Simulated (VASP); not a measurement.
Runs of VASP 6.6.1 on Al. The structure is that of space group Fm-3m (No. 225), or close to it. The cells are those of the table. 

| cell | gap on the mesh (eV) | pressure (GPa) |
| --- | --- | --- |
| a = 2.825 Å, angles 60.0°, 1 atom | none | (b) |
| a = 2.938 Å, angles 60.0°, 1 atom | none | -5.4 |
| a = 2.785 Å, angles 60.0°, 1 atom | none | 7.3 |
| a = 2.864 Å, angles 60.0°, 1 atom | none | (a) |
| a = 2.901 Å, angles 60.0°, 1 atom | none | -3.2 |
| a = 2.744 Å, angles 60.0°, 1 atom | none | 12.5 |
| a = 2.974 Å, angles 60.0°, 1 atom | none | -7.2 |

Alike in all rows: task single point; level PBE; potentials or basis VASP PAW PBE potentials, release 64 (Al); no spin polarisation; k mesh 12 × 12 × 12; cutoff (eV) 520; smearing methfessel-paxton 0.15 eV.

Fill in the values left out.

(a) -0.3; (b) 3.1.

A gap of «none» marks levels without a gap at the run's occupations.
